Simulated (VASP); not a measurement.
# SbW7S16 (a cell with a defect) in VASP: single point with PBE

Aim: the single point of SbW7S16 (a cell with a defect) with PBE.

Program: VASP 6.6.1. These are calculated values, not measurements. Logs are shortened: lines on timing, memory, paths and dates and some standing lists are left out, and cuts for length are marked.

**1. The cell of the first run**

The cell holds a defect, 24 atoms: a = 6.360 Å, b = 6.360 Å, c = 12.500 Å, α = 90.00°, β = 90.00°, γ = 120.00°.

**2. Single point, PBE**

INCAR reads:

```
SYSTEM = SbW7S16
PREC = Accurate ; ENCUT = 520
EDIFF = 1E-6 ; ISMEAR = -1
SIGMA = 0.01 ; LREAL = Auto
LASPH = .TRUE. ; NELM = 60
ALGO = Normal ; ISIF = 2
LWAVE = .FALSE. ; LCHARG = .FALSE.
GGA = PE ; NBANDS = 118
NELECT = 200.0
```

KPOINTS reads:

```
Automatic mesh
0
G
  4 4 2
  0 0 0
```

POSCAR reads:

```
SbW7S16
1.0
    6.3600000000      0.0000000000      0.0000000000
   -3.1800000000      5.5079215680      0.0000000000
    0.0000000000      0.0000000000     12.5000000000
Sb W S
1 7 16
Direct
    0.1666666667      0.3333333333      0.2500000000
    0.1692425616      0.8346212808      0.2500000000
    0.6653787192      0.3307574384      0.2500000000
    0.6653787192      0.8346212808      0.2500000000
    0.3335573789      0.1664426211      0.7500000000
    0.3335573789      0.6671147578      0.7500000000
    0.8328852422      0.1664426211      0.7500000000
    0.8333333333      0.6666666667      0.7500000000
    0.1666666667      0.3333333333      0.6244154768
    0.1667342517      0.8333671259      0.6240547017
    0.6666328741      0.3332657483      0.6240547017
    0.6666328741      0.8333671259      0.6240547017
    0.3423582352      0.1576417648      0.1201535715
    0.3423582352      0.6847164704      0.1201535715
    0.8152835296      0.1576417648      0.1201535715
    0.8333333333      0.6666666667      0.1266871114
    0.1666666667      0.3333333333      0.8755845232
    0.1667342517      0.8333671259      0.8759452983
    0.6666328741      0.3332657483      0.8759452983
    0.6666328741      0.8333671259      0.8759452983
    0.3423582352      0.1576417648      0.3798464285
    0.3423582352      0.6847164704      0.3798464285
    0.8152835296      0.1576417648      0.3798464285
    0.8333333333      0.6666666667      0.3733128886
```

Potentials or basis: VASP PAW PBE potentials, release 64 (Sb, W_sv, S).

Run with:

```console
$ cat potpaw_PBE.64/Sb/POTCAR potpaw_PBE.64/W_sv/POTCAR potpaw_PBE.64/S/POTCAR > POTCAR
$ mpirun -np 1 vasp_std > vasp.out
```

OUTCAR:

```text
SYSTEM = SbW7S16
   PREC = Accurate
   ENCUT = 520
   EDIFF = 1E-6
   ISMEAR = -1
   LREAL = Auto
   LASPH = .TRUE.
   NELM = 60
   ISIF = 2
   GGA = PE
   NELECT = 200.0

 ion  position               nearest neighbor table
   1  0.167  0.333  0.250-  13 2.53  21 2.53  14 2.53  22 2.53  15 2.53  23 2.53   2 3.18   3 3.18
                             4 3.18   4 3.18   2 3.18   3 3.18
   2  0.169  0.835  0.250-  16 2.41  24 2.41  21 2.41  13 2.41  22 2.41  14 2.41   3 3.16   4 3.16
                             1 3.18   1 3.18   3 3.20   4 3.20
   3  0.665  0.331  0.250-  16 2.41  24 2.41  21 2.41  13 2.41  23 2.41  15 2.41   2 3.16   4 3.16
                             1 3.18   1 3.18   4 3.20   2 3.20
   4  0.665  0.835  0.250-  16 2.41  24 2.41  23 2.41  15 2.41  14 2.41  22 2.41   3 3.16   2 3.16
                             1 3.18   1 3.18   3 3.20   2 3.20
   5  0.334  0.166  0.750-  10 2.42  18 2.42  11 2.42  19 2.42   9 2.42  17 2.42   6 3.18   7 3.18
                             8 3.18   8 3.18   6 3.18   7 3.18
   6  0.334  0.667  0.750-  12 2.42  20 2.42  18 2.42  10 2.42   9 2.42  17 2.42   5 3.18   7 3.18
                             8 3.18   8 3.18   5 3.18   7 3.18
   7  0.833  0.166  0.750-  12 2.42  20 2.42  19 2.42  11 2.42   9 2.42  17 2.42   6 3.18   5 3.18
                             8 3.18   8 3.18   6 3.18   5 3.18
   8  0.833  0.667  0.750-  11 2.42  19 2.42  12 2.42  20 2.42  10 2.42  18 2.42   7 3.18   6 3.18
                             5 3.18   5 3.18   7 3.18   6 3.18
   9  0.167  0.333  0.624-   5 2.42   6 2.42   7 2.42
  10  0.167  0.833  0.624-   5 2.42   6 2.42   8 2.42
  11  0.667  0.333  0.624-   5 2.42   7 2.42   8 2.42
  12  0.667  0.833  0.624-   7 2.42   6 2.42   8 2.42
  13  0.342  0.158  0.120-   2 2.41   3 2.41   1 2.53
  14  0.342  0.685  0.120-   4 2.41   2 2.41   1 2.53
[... 8 lines left out ...]
  23  0.815  0.158  0.380-   4 2.41   3 2.41   1 2.53
  24  0.833  0.667  0.373-   4 2.41   3 2.41   2 2.41

  LATTYP: Found a hexagonal cell.
 ALAT       =     6.3600000000
 C/A-ratio  =     1.9654088050

  Lattice vectors:

 A1 = (   6.3600000000,   0.0000000000,   0.0000000000)
 A2 = (  -3.1800000000,   5.5079215680,   0.0000000000)
 A3 = (   0.0000000000,   0.0000000000,  12.5000000000)

Analysis of symmetry for initial positions (statically):
=====================================================================
 Subroutine PRICEL returns:
 Original cell was already a primitive cell.

 Routine SETGRP: Setting up the symmetry group for a
 hexagonal supercell.

 Subroutine GETGRP returns: Found 12 space group operations
 (whereof  2 operations were pure point group operations)
 out of a pool of 24 trial point group operations.

The static configuration has the point symmetry C_1h.
 The point group associated with its full space group is D_3h.

Analysis of symmetry for dynamics (positions and initial velocities):
[... 151 lines left out ...]
   NUPDOWN=      -1.0000    fix difference up-down
   EMIN   =  10.00;   EMAX   =-10.00  energy-range for DOS
   EFERMI =   0.00;   METHOD = LEGACY
   ISMEAR =    -1;   SIGMA  =   0.01  broadening in eV -4-tet -1-fermi 0-gaus
   EFERMI_NEDOS =   21; number of points for ismear=-14 and -15
   IALGO  =     38    algorithm
   IMIX   =      4    mixing-type and parameters
     AMIX     =   0.40;   BMIX     =  1.00
     AMIX_MAG =   1.60;   BMIX_MAG =  1.00
  volume/ion in A,a.u.               =      18.24       123.12
  Fermi-wavevector in a.u.,A,eV,Ry     =   1.260762  2.382495 21.626753  1.589522
  Thomas-Fermi vector in A             =   2.394256
   LORBIT       =      0    0 simple, 1 ext, 2 COOP (PROOUT), +10 PAW based schemes
   GGA     = PE    functional components
   LHFCALC =     F    Hartree Fock is set to
   AEXX    =    0.0000 exact exchange contribution
   IVDW    =     0    specifies the selected vdW correction
   LEPSILON=     F    determine dielectric tensor
   LRPA    =     F    only Hartree local field effects (RPA)
 non-spin polarized calculation
  energy-cutoff  :      520.00
  volume of cell :      437.88
 maximum number of plane-waves:     11806
 NGX is ok and might be reduce to    48
   NGX = 23   NGY = 23   NGZ = 47

 number of electron     200.0000018 magnetization

 Free energy of the ion-electron system (eV)
  ---------------------------------------------------
  ext. energy  EPLUGINS =         0.00000000
  ---------------------------------------------------
  free energy    TOTEN  =      -166.89982263 eV

  energy without entropy =     -166.89981137  energy(sigma->0) =     -166.89981700

 E-fermi :   7.8125     XC(G=0): -10.8084

 val. band max:        7.7221612802   @ k =   0.2500   0.0000   0.5000
 cond. band min:       7.9006226591   @ k =   0.2500   0.0000   0.0000
 fundamental gap:      0.1784613789
 Fermi energy:         7.8125207426

 k-point     1 :       0.0000    0.0000    0.0000
  band No.  band energies     occupation
      1     -67.8515      2.00000
      2     -67.8368      2.00000
      3     -67.8368      2.00000
      4     -67.8243      2.00000
      5     -66.5384      2.00000
      6     -66.5255      2.00000
[... 909 lines left out ...]
    111       9.3660      0.00000
    112       9.5304      0.00000
 [bands above 112 left out]

------------------------ aborting loop because EDIFF is reached ----------------------------------------

  FORCE on cell =-STRESS in cart. coord.  units (eV):
  Direction    XX          YY          ZZ          XY          YZ          ZX
  --------------------------------------------------------------------------------------
  -------------------------------------------------------------------------------------
  Total       32.0313106     32.0313106     17.2105636      0.0000000     -0.0000000     -0.0000000
  in kB      117.2007565    117.2007565     62.9724803      0.0000000     -0.0000000     -0.0000000
  external PRESSURE =      99.1246644 kB  Pullay stress =       0.0000000 kB

 VOLUME and BASIS-vectors are now :
 -----------------------------------------------------------------------------
  energy-cutoff  :      520.00
  volume of cell :      437.88
      direct lattice vectors                 reciprocal lattice vectors
     6.360000000  0.000000000  0.000000000     0.157232704  0.090778344  0.000000000
    -3.180000000  5.507921568  0.000000000     0.000000000  0.181556688  0.000000000
     0.000000000  0.000000000 12.500000000     0.000000000  0.000000000  0.080000000

 POSITION                                       TOTAL-FORCE (eV/Angst)
 -----------------------------------------------------------------------------------
      0.00000      1.83597      3.12500         0.000000      0.000000      0.000000
     -1.57771      4.59703      3.12500         0.000737      0.000426      0.000000
      3.18000      1.82179      3.12500         0.000000     -0.000851      0.000000
      1.57771      4.59703      3.12500        -0.000737      0.000426      0.000000
      1.59214      0.91675      9.37500        -0.015338      0.008855      0.000000
     -0.00000      3.67442      9.37500        -0.000000     -0.017710      0.000000
[... 16 lines left out ...]
      4.68390      0.86828      4.74808         0.000220      0.000127      0.007103
      3.18000      3.67195      4.66641         0.000000      0.000000      0.013758
 -----------------------------------------------------------------------------------
    total drift:                                0.000004     -0.000002      0.000000

  FREE ENERGIE OF THE ION-ELECTRON SYSTEM (eV)
  ---------------------------------------------------
  free  energy   TOTEN  =      -166.8998226326 eV

  energy  without entropy=     -166.8998113671  energy(sigma->0) =     -166.89981700
```

stdout:

```text
POSCAR found type information on POSCAR SbW S
 POSCAR found :  3 types and      24 ions
 scaLAPACK will be used
 LDA part: xc-table for (Slater+PW92), standard interpolation
 POSCAR, INCAR and KPOINTS ok, starting setup
 FFT: planning ... GRIDC
 FFT: planning ... GRID_SOFT
 FFT: planning ... GRID
 WAVECAR not read
 entering main loop
 the old and the new charge density differ
 old charge density:   199.00000 new  200.00000
    0.707E+01
```

It took 23 min on 1 thread of AMD EPYC 7R13, shared host; peak memory 0.65 GiB.

Results:

```yaml
Free_energy: -166.8998 eV
Largest_force: 0.018 eV/Å
```

Forces in eV/Å, atoms in the order of the input:
```
Sb   0.000  0.000  0.000
W    0.001  0.000  0.000
W    0.000 -0.001  0.000
W   -0.001  0.000  0.000
W   -0.015  0.009  0.000
W    0.000 -0.018  0.000
W    0.015  0.009  0.000
W    0.000  0.000  0.000
S    0.000  0.000 -0.012
S    0.004  0.002 -0.006
S    0.000 -0.004 -0.006
S   -0.004  0.002 -0.006
S    0.000  0.000 -0.007
S    0.000  0.000 -0.007
S    0.000  0.000 -0.007
S    0.000  0.000 -0.014
S    0.000  0.000  0.012
S    0.004  0.002  0.006
S    0.000 -0.004  0.006
S   -0.004  0.002  0.006
S    0.000  0.000  0.007
S    0.000  0.000  0.007
S    0.000  0.000  0.007
S    0.000  0.000  0.014
```

Caveat: the cell carries a net charge on a neutralising background, which shifts energy and pressure; the cell is charged against a uniform background, so pressure and absolute levels hang on convention; spin-orbit coupling is left out, which moves the levels of the heavy elements.
